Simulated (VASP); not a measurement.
# Pt: single point with PBE

Slab: Pt, a slab with vacuum.

```
Pt
1.0
     2.76889    0.00000    0.00000
    -1.38444    2.39793    0.00000
     0.00000    0.00000   27.04315
Pt
5
Direct
  0.66667 0.33333 0.33280
  0.33333 0.66667 0.41640
  0.00000 0.00000 0.50165
  0.66667 0.33333 0.58703
  0.33333 0.66667 0.67365
```

```
Program                : VASP 6.6.1
Task                   : single point
Functional             : PBE
Potentials or basis    : VASP PAW PBE potentials, release 64 (Pt)
Cutoff                 : 520 eV
k mesh                 : 12 × 12 × 1
Occupations            : gaussian, width 0.1 eV
Spin                   : no spin polarisation
Dipole correction      : yes
Further INCAR settings : ALGO = Normal; EDIFF = 1e-06; NBANDS = 33
```

| Quantity | Value |
| --- | --- |
| Largest force | 0.552 eV/Å |
| Band gap on the k mesh | zero (band 25 reaches 2.05 eV, above the bottom of band 26 at 0.45 eV) |

Forces on the atoms (eV/Å):
```
Pt   0.000  0.000 -0.552
Pt   0.000  0.000  0.537
Pt   0.000  0.000  0.010
Pt   0.000  0.000 -0.004
Pt   0.000  0.000  0.008
```

Levels at points of the mesh, in eV from the Fermi level:
```csv
k point,band 22,band 23,band 24,band 25,band 26,band 27,band 28,band 29
"(0.00, 0.00, 0.00)",-1.38,-1.38,-0.90,-0.90,-0.28,-0.28,-0.18,-0.01
"(0.50, 0.00, 0.00)",0.26,0.37,0.61,0.70,0.72,2.18,2.50,2.99
```

Wall time 2.8 min on 1 thread of Intel(R) Xeon(R) 6975P-C (Granite Rapids), on a shared host, peak memory 0.37 GiB.

Caveat: spin-orbit coupling is left out, which moves the levels of the heavy elements.
